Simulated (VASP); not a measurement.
A run of VASP 6.6.1 is set up as follows.

File INCAR:

```
SYSTEM = Ni
PREC     = Accurate       ! precision mode
ENCUT    = 520            ! plane-wave cutoff, eV
EDIFF    = 1E-7           ! SCF threshold, eV
ISMEAR   = -1             ! smearing method
SIGMA    = 0.1            ! smearing width, eV
LREAL    = .False.        ! projectors in reciprocal space
LASPH    = .True.         ! aspherical terms in the spheres
NELM     = 150            ! most SCF steps
ALGO     = Normal         ! electronic algorithm
ISIF     = 2              ! what is computed and relaxed
LWAVE    = .False.        ! write WAVECAR
LCHARG   = .False.        ! write CHGCAR
ISPIN    = 2              ! spin polarisation
MAGMOM   = 1.2            ! initial moments
LORBIT   = 11             ! projections on sites
NUPDOWN  = 1.2            ! fixed moment
LMAXMIX  = 4              ! l up to which the mixer works
GGA      = PS             ! functional
NBANDS   = 15             ! bands
```

File KPOINTS:

```
regular mesh
0
Gamma
  15 15 15
  0 0 0
```

Contents of POSCAR:

```
Ni
1.0
    0.0000000000      1.7716500000      1.7716500000
    1.7716500000      0.0000000000      1.7716500000
    1.7716500000      1.7716500000      0.0000000000
Ni
1
Direct
    0.0000000000      0.0000000000      0.0000000000
```

Potentials or basis: VASP PAW PBE potentials, release 64 (Ni).

Command:

```bash
$ cat potpaw_PBE.64/Ni/POTCAR > POTCAR
$ mpirun -np 1 vasp_std > vasp.out
```

Q: Predict the pressure.

A: -7.0 GPa.

Caveat: the PAW data sets were made with another functional, which shifts forces and pressure a little; the total moment is fixed, so each spin has its own Fermi level.
